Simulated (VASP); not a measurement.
Set up this calculation in VASP 6.6.1, as the native input.

| Property | Result |
| --- | --- |
| Task | single point |
| Functional | PBEsol |
| Potentials or basis | VASP PAW PBE potentials, release 64 (Ti_sv) |
| Cutoff | 520 eV |
| k mesh | 15 × 15 × 15 |
| Occupations | fermi-dirac, width 0.05 eV |
| Spin | no spin polarisation |
| Dipole correction | no |
| Further INCAR settings | ALGO = Normal; EDIFF = 1e-06; NBANDS = 12 |

The structure of Ti lies in POSCAR:

```
Ti
1.0
    2.4872936979      0.0000000000      0.0000000000
    0.0000000000      2.4872936979      0.0000000000
    0.0000000000      0.0000000000      2.4872936979
Ti
1
Direct
    0.0000000000      0.0000000000      0.0000000000
```

These files were run (other wordings do the same):

INCAR

```
SYSTEM = Ti
PREC = Accurate ; ENCUT = 520
EDIFF = 1E-6 ; ISMEAR = -1
SIGMA = 0.05 ; LREAL = .FALSE.
LASPH = .TRUE. ; NELM = 80
ALGO = Normal ; ISIF = 2
LWAVE = .FALSE. ; LCHARG = .TRUE.
GGA = PS ; LELF = .TRUE.
LVHAR = .TRUE. ; NBANDS = 12
```

KPOINTS

```
regular mesh
0
G
  15 15 15
  0 0 0
```

Potentials or basis: VASP PAW PBE potentials, release 64 (Ti_sv).

Launch:

```bash
$ cat potpaw_PBE.64/Ti_sv/POTCAR > POTCAR
$ mpirun -np 1 vasp_std > vasp.out
```

Results of the run:

The pressure is 12.9 GPa and the band gap on the k mesh is zero (band 6 reaches 10.04 eV, above the bottom of band 7 at 7.64 eV).

Caveat: the PAW data sets were made with another functional, which shifts forces and pressure a little.

Wall time 8.5 s on 1 thread of AMD EPYC 9R45 96-Core Processor (Zen 5) (shared host), peak memory 0.1 GiB.
